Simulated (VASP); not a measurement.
Runs of VASP 6.6.1 on NaCl. The structure is that of space group Pm-3m (No. 221), or close to it. The cells are those of the table. 

| cell | cutoff (eV) | gap on the mesh (eV) | pressure (GPa) |
| --- | --- | --- | --- |
| a = 3.352 Å, 2 atoms | 520 | 4.30 | 2.9 |
| a = 3.252 Å, 2 atoms | 520 | 4.69 | (a) |
| a = 3.303 Å, 2 atoms | 520 | 4.48 | 5.0 |
| a = 3.089 Å, 2 atoms | 520 | 4.95 | 20.6 |
| a = 3.492 Å, 2 atoms | 520 | 3.86 | -1.0 |
| a = 3.446 Å, 2 atoms | 520 | 3.99 | 0.0 |
| a = 3.493 Å, 2 atoms | 500 | 3.86 | -1.1 |
| a = 3.145 Å, 2 atoms | 520 | 5.07 | (b) |
| a = 3.199 Å, 2 atoms | 520 | 4.92 | 10.9 |

Alike in all rows: task single point; level PBEsol; potentials or basis VASP PAW PBE potentials, release 64 (Na_pv, Cl); no spin polarisation; k mesh 8 × 8 × 8; smearing gaussian 0.05 eV.

**Question.** Fill in the values left out.

**Answer.** (a) 7.6; (b) 15.2.

Caveats: the PAW data sets were made with another functional, which shifts forces and pressure a little.

A k mesh can miss the band edges.
